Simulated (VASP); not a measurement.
# Hf in VASP: single point with PBE+D3(BJ)

Aim: the single point of Hf with PBE+D3(BJ).

Program: VASP 6.6.1. These are calculated values, not measurements. Logs are shortened: lines on timing, memory, paths and dates and some standing lists are left out, and cuts for length are marked.

## (1) The cell of the first run

The cell holds a slab with vacuum, 16 atoms: a = 7.009 Å, b = 7.009 Å, c = 21.257 Å, α = 90.00°, β = 90.00°, γ = 90.00°.

## (2) Single point, PBE+D3(BJ)

Contents of INCAR:

```
SYSTEM = Hf
PREC = Accurate
ENCUT = 520
EDIFF = 1E-7
ISMEAR = 0
SIGMA = 0.1
LREAL = Auto
LASPH = .TRUE.
NELM = 100
ALGO = Normal
ISIF = 2
LWAVE = .FALSE.
LCHARG = .FALSE.
LDIPOL = .TRUE.
IDIPOL = 3
DIPOL = 0.5 0.5 0.499
GGA = PE
IVDW = 12
NBANDS = 94
```

Contents of KPOINTS:

```
Automatic mesh
0
G
  3 3 1
  0 0 0
```

Contents of POSCAR:

```
Hf
1.0
    7.0094292687      0.0000000000      0.0000000000
    0.0000000000      7.0094292687      0.0000000000
    0.0000000000      0.0000000000     21.2570719515
Hf
16
Direct
    0.2500000000      0.7500000000      0.3763453414
    0.2500000000      0.2500000000      0.3763453414
    0.7500000000      0.7500000000      0.3763453414
    0.7500000000      0.2500000000      0.3763453414
    0.5000000000      0.5000000000      0.4587817805
    0.5000000000      0.0000000000      0.4587817805
    0.0000000000      0.5000000000      0.4587817805
    0.0000000000      0.0000000000      0.4587817805
    0.7500000000      0.2500000000      0.5415781889
    0.7500000000      0.7500000000      0.5415781889
    0.2500000000      0.2500000000      0.5415781889
    0.2500000000      0.7500000000      0.5415781889
    0.0000000000      0.0000000000      0.6211322663
    0.0000000000      0.5000000000      0.6211322663
    0.5000000000      0.0000000000      0.6211322663
    0.5000000000      0.5000000000      0.6211322663
```

Potentials or basis: VASP PAW PBE potentials, release 64 (Hf_pv).

The run is started by

```bash
> cat potpaw_PBE.64/Hf_pv/POTCAR > POTCAR
> mpirun -np 1 vasp_std > vasp.out
```

OUTCAR:

```text
SYSTEM = Hf
   PREC = Accurate
   ENCUT = 520
   EDIFF = 1E-7
   ISMEAR = 0
   LREAL = Auto
   LASPH = .TRUE.
   NELM = 100
   ISIF = 2
   GGA = PE
   IVDW = 12
 IVDW          = 12

 ion  position               nearest neighbor table
   1  0.250  0.750  0.376-   5 3.04   6 3.04   7 3.04   8 3.04   2 3.50   3 3.50   2 3.50   3 3.50
                            12 3.51
   2  0.250  0.250  0.376-   5 3.04   6 3.04   7 3.04   8 3.04   1 3.50   4 3.50   1 3.50   4 3.50
                            11 3.51
   3  0.750  0.750  0.376-   5 3.04   6 3.04   7 3.04   8 3.04   1 3.50   4 3.50   4 3.50   1 3.50
                            10 3.51
   4  0.750  0.250  0.376-   5 3.04   6 3.04   7 3.04   8 3.04   2 3.50   3 3.50   3 3.50   2 3.50
                             9 3.51
   5  0.500  0.500  0.459-   1 3.04   2 3.04   3 3.04   4 3.04   9 3.04  10 3.04  11 3.04  12 3.04
                            16 3.45   7 3.50   6 3.50   6 3.50   7 3.50
   6  0.500  0.000  0.459-   1 3.04   2 3.04   3 3.04   4 3.04   9 3.04  10 3.04  11 3.04  12 3.04
                            15 3.45   8 3.50   5 3.50   5 3.50   8 3.50
   7  0.000  0.500  0.459-   1 3.04   2 3.04   3 3.04   4 3.04   9 3.04  10 3.04  11 3.04  12 3.04
                            14 3.45   8 3.50   5 3.50   8 3.50   5 3.50
   8  0.000  0.000  0.459-   1 3.04   2 3.04   3 3.04   4 3.04   9 3.04  10 3.04  11 3.04  12 3.04
                            13 3.45   7 3.50   6 3.50   7 3.50   6 3.50
   9  0.750  0.250  0.542-  13 3.00  14 3.00  15 3.00  16 3.00   5 3.04   6 3.04   7 3.04   8 3.04
[... 22 lines left out ...]
 A1 = (   7.0094292687,   0.0000000000,   0.0000000000)
 A2 = (   0.0000000000,   7.0094292687,   0.0000000000)
 A3 = (   0.0000000000,   0.0000000000,  21.2570719515)

Analysis of symmetry for initial positions (statically):
=====================================================================
 Subroutine PRICEL returns following result:

  LATTYP: Found a simple tetragonal cell.
 ALAT       =     3.5047146344
 C/A-ratio  =     6.0652789654

  Lattice vectors:

 A1 = (   3.5047146344,   0.0000000000,   0.0000000000)
 A2 = (   0.0000000000,   3.5047146344,   0.0000000000)
 A3 = (   0.0000000000,   0.0000000000,  21.2570719515)

   4 primitive cells build up your supercell.

 Routine SETGRP: Setting up the symmetry group for a
 simple tetragonal supercell.

 Subroutine GETGRP returns: Found  8 space group operations
 (whereof  8 operations were pure point group operations)
 out of a pool of 16 trial point group operations.

The static configuration has the point symmetry C_4v.

Analysis of symmetry for dynamics (positions and initial velocities):
=====================================================================
 Subroutine PRICEL returns following result:

  LATTYP: Found a simple tetragonal cell.
 ALAT       =     3.5047146344
 C/A-ratio  =     6.0652789654

  Lattice vectors:

 A1 = (   3.5047146344,   0.0000000000,   0.0000000000)
 A2 = (   0.0000000000,   3.5047146344,   0.0000000000)
 A3 = (   0.0000000000,   0.0000000000,  21.2570719515)

   4 primitive cells build up your supercell.

 Routine SETGRP: Setting up the symmetry group for a
 simple tetragonal supercell.

 Subroutine GETGRP returns: Found  8 space group operations
 (whereof  8 operations were pure point group operations)
 out of a pool of 16 trial point group operations.

The dynamic configuration has the point symmetry C_4v.

 Subroutine INISYM returns: Found  8 space group operations
 (whereof  8 operations are pure point group operations),
 and found     4 'primitive' translations

----------------------------------------------------------------------------------------

                                     Primitive cell

  volume of cell :     261.1011

  direct lattice vectors                    reciprocal lattice vectors
     3.504714634  0.000000000  0.000000000     0.285329935  0.000000000  0.000000000
     0.000000000  3.504714634  0.000000000     0.000000000  0.285329935  0.000000000
     0.000000000  0.000000000 21.257071952     0.000000000  0.000000000  0.047043168

  length of vectors
     3.504714634  3.504714634 21.257071952     0.285329935  0.285329935  0.047043168

  position of ions in fractional coordinates (direct lattice)
     0.500000000  0.500000000  0.376345341
     1.000000000  1.000000000  0.458781780
     0.500000000  0.500000000  0.541578189
     0.000000000  0.000000000  0.621132266

  ion indices of the primitive-cell ions
   primitive index   ion index
                 1           1
                 2           5
                 3          12
                 4          13

----------------------------------------------------------------------------------------

 KPOINTS: Automatic mesh

Automatic generation of k-mesh.
 Grid dimensions read from file:
 generate k-points for:    3    3    1

 Generating k-lattice:

  Cartesian coordinates                     Fractional coordinates (reciprocal lattice)
     0.047554989  0.000000000  0.000000000     0.333333333  0.000000000  0.000000000
     0.000000000  0.047554989  0.000000000     0.000000000  0.333333333  0.000000000
     0.000000000  0.000000000  0.047043168     0.000000000  0.000000000  1.000000000

  Length of vectors
     0.047554989  0.047554989  0.047043168

  Shift w.r.t. Gamma in fractional coordinates (k-lattice)
     0.000000000  0.000000000  0.000000000

 Subroutine IBZKPT returns following result:
 ===========================================

 Found      3 irreducible k-points:

 Following reciprocal coordinates:
            Coordinates               Weight
  0.000000  0.000000  0.000000      1.000000
  0.333333  0.000000  0.000000      4.000000
  0.333333  0.333333  0.000000      4.000000
   k-points           NKPTS =      3   k-points in BZ     NKDIM =      3   number of bands    NBANDS=     94
   number of dos      NEDOS =    301   number of ions     NIONS =     16
   total plane-waves  NPLWV = 466560
   dimension x,y,z NGX =    54 NGY =   54 NGZ =  160
   dimension x,y,z NGXF=   108 NGYF=  108 NGZF=  320
   ions per type =              16
   NGX,Y,Z   is equivalent  to a cutoff of  12.81, 12.81, 12.51 a.u.
   NGXF,Y,Z  is equivalent  to a cutoff of  25.61, 25.61, 25.03 a.u.
 SYSTEM =  Hf
   PREC   = accura    normal or accurate (medium, high low for compatibility)
   ISTART =      0    job   : 0-new  1-cont  2-samecut
   ICHARG =      2    charge: 1-file 2-atom 10-const
   ISPIN  =      1    spin polarized calculation?
   LNONCOLLINEAR =      F non collinear calculations
   LSORBIT =      F    spin-orbit coupling
   LASPH  =      T    aspherical Exc in radial PAW
   ENCUT  =  520.0 eV  38.22 Ry    6.18 a.u.  13.03 13.03 39.52*2*pi/ulx,y,z
   NELM   =    100;   NELMIN=  2; NELMDL= -5     # of ELM steps
   EDIFF  = 0.1E-06   stopping-criterion for ELM
   LREAL  =      T    real-space projection
   EDIFFG = 0.1E-05   stopping-criterion for IOM
   NSW    =      0    number of steps for IOM
   IBRION =     -1    ionic relax: 0-MD 1-quasi-New 2-CG
   NFREE  =      0    steps in history (QN), initial steepest desc. (CG)
   ISIF   =      2    stress and relaxation
   ISYM   =      2    0-nonsym 1-usesym 2-fastsym
   POTIM  = 0.5000    time-step for ionic-motion
   TEBEG  =    0.0;   TEEND  =   0.0 temperature during run
   PSTRESS=    0.0 pullay stress
   NELECT =     160.0000    total number of electrons
   NUPDOWN=      -1.0000    fix difference up-down
   EMIN   =  10.00;   EMAX   =-10.00  energy-range for DOS
   EFERMI =   0.00;   METHOD = LEGACY
   ISMEAR =     0;   SIGMA  =   0.10  broadening in eV -4-tet -1-fermi 0-gaus
   EFERMI_NEDOS =   21; number of points for ismear=-14 and -15
   IALGO  =     38    algorithm
   IMIX   =      4    mixing-type and parameters
     AMIX     =   0.40;   BMIX     =  1.00
     AMIX_MAG =   1.60;   BMIX_MAG =  1.00
  volume/ion in A,a.u.               =      65.28       440.50
  Fermi-wavevector in a.u.,A,eV,Ry     =   0.875975  1.655353 10.440198  0.767333
  Thomas-Fermi vector in A             =   1.995721
   LORBIT       =      0    0 simple, 1 ext, 2 COOP (PROOUT), +10 PAW based schemes
   GGA     = PE    functional components
   LHFCALC =     F    Hartree Fock is set to
   AEXX    =    0.0000 exact exchange contribution
   IVDW    =    12    specifies the selected vdW correction
   LEPSILON=     F    determine dielectric tensor
   LRPA    =     F    only Hartree local field effects (RPA)
 non-spin polarized calculation
 Gauss-broadening in eV      SIGMA  =   0.10
  energy-cutoff  :      520.00
  volume of cell :     1044.40
 maximum number of plane-waves:     28166
 NGX is ok and might be reduce to    54
   NGX = 27   NGY = 27   NGZ = 79

 dipolmoment           0.000000      0.000000      0.000173 electrons x Angstroem

 number of electron     160.0000012 magnetization

 dipolmoment           0.000000      0.000000     -0.000761 electrons x Angstroem

 Free energy of the ion-electron system (eV)
  ---------------------------------------------------
  ext. energy  EPLUGINS =         0.00000000
  ---------------------------------------------------
  free energy    TOTEN  =      -146.80766942 eV

  energy without entropy =     -146.67708372  energy(sigma->0) =     -146.74237657

 E-fermi :  -0.5148     XC(G=0):  -4.8680

 val. band max:       -0.5940950743   @ k =   0.0000   0.0000   0.0000
 cond. band min:      -0.4770629961   @ k =   0.3333   0.0000   0.0000
 fundamental gap:      0.1170320781
 Fermi energy:        -0.5148044486

 k-point     1 :       0.0000    0.0000    0.0000
  band No.  band energies     occupation
      1     -31.7547      2.00000
      2     -31.7547      2.00000
      3     -31.7415      2.00000
      4     -31.6940      2.00000
      5     -31.6844      2.00000
      6     -31.6844      2.00000
[... 274 lines left out ...]
     91       0.4459      0.00000
     92       0.5516      0.00000
 [bands above 92 left out]

------------------------ aborting loop because EDIFF is reached ----------------------------------------

 vacuum level on the upper side and lower side of the slab       (xc-potential included)        -0.103        -0.111

 Edisp (eV)   -4.60863

 E8    (eV) :    -2.5767

  FORCE on cell =-STRESS in cart. coord.  units (eV):
  Direction    XX          YY          ZZ          XY          YZ          ZX
  --------------------------------------------------------------------------------------
  -------------------------------------------------------------------------------------
  Total     -18.34456   -18.34456    -3.51134     0.00000     0.00000     0.00000
  in kB     -28.14162   -28.14162    -5.38660     0.00000     0.00000     0.00000
  external pressure =      -20.56 kB  Pullay stress =        0.00 kB

 VOLUME and BASIS-vectors are now :
 -----------------------------------------------------------------------------
  energy-cutoff  :      520.00
  volume of cell :     1044.40
      direct lattice vectors                 reciprocal lattice vectors
     7.009429269  0.000000000  0.000000000     0.142664968  0.000000000  0.000000000
     0.000000000  7.009429269  0.000000000     0.000000000  0.142664968  0.000000000
     0.000000000  0.000000000 21.257071951     0.000000000  0.000000000  0.047043168

 POSITION                                       TOTAL-FORCE (eV/Angst)
 -----------------------------------------------------------------------------------
      1.75236      5.25707      8.00000        -0.000000     -0.000000      0.387844
      1.75236      1.75236      8.00000        -0.000000      0.000000      0.387844
      5.25707      5.25707      8.00000        -0.000000      0.000000      0.387844
      5.25707      1.75236      8.00000        -0.000000      0.000000      0.387844
      3.50471      3.50471      9.75236        -0.000000     -0.000000     -0.340688
      3.50471      0.00000      9.75236        -0.000000     -0.000000     -0.340688
[... 8 lines left out ...]
      3.50471      0.00000     13.20345        -0.000000     -0.000000     -0.050946
      3.50471      3.50471     13.20345        -0.000000      0.000000     -0.050946
 -----------------------------------------------------------------------------------
    total drift:                                0.000000      0.000000      0.002178

  FREE ENERGIE OF THE ION-ELECTRON SYSTEM (eV)
  ---------------------------------------------------
  free  energy   TOTEN  =      -151.4162945380 eV

  energy  without entropy=     -151.2857088445  energy(sigma->0) =     -151.35100169

 vacuum level on the upper side and lower side of the slab         2.786         2.779
```

It took 71 min on 1 thread of Intel Xeon 8259CL, shared host; peak memory 0.95 GiB.

Results:

```
Free energy                : -151.4163 eV
Largest force              : 0.388 eV/Å
Band gap on the k mesh     : zero (bands 80 and 81 overlap by 0.17 eV)
Dispersion energy per atom : -0.288 eV
```

Forces in eV/Å, atoms in the order of the input:
```
Hf   0.000  0.000  0.388
Hf   0.000  0.000  0.388
Hf   0.000  0.000  0.388
Hf   0.000  0.000  0.388
Hf   0.000  0.000 -0.341
Hf   0.000  0.000 -0.341
Hf   0.000  0.000 -0.341
Hf   0.000  0.000 -0.341
Hf   0.000  0.000  0.004
Hf   0.000  0.000  0.004
Hf   0.000  0.000  0.004
Hf   0.000  0.000  0.004
Hf   0.000  0.000 -0.051
Hf   0.000  0.000 -0.051
Hf   0.000  0.000 -0.051
Hf   0.000  0.000 -0.051
```

Caveat: spin-orbit coupling is left out, which moves the levels of the heavy elements.

The gap in the log of VASP goes by the Fermi energy; the results here count the filled bands.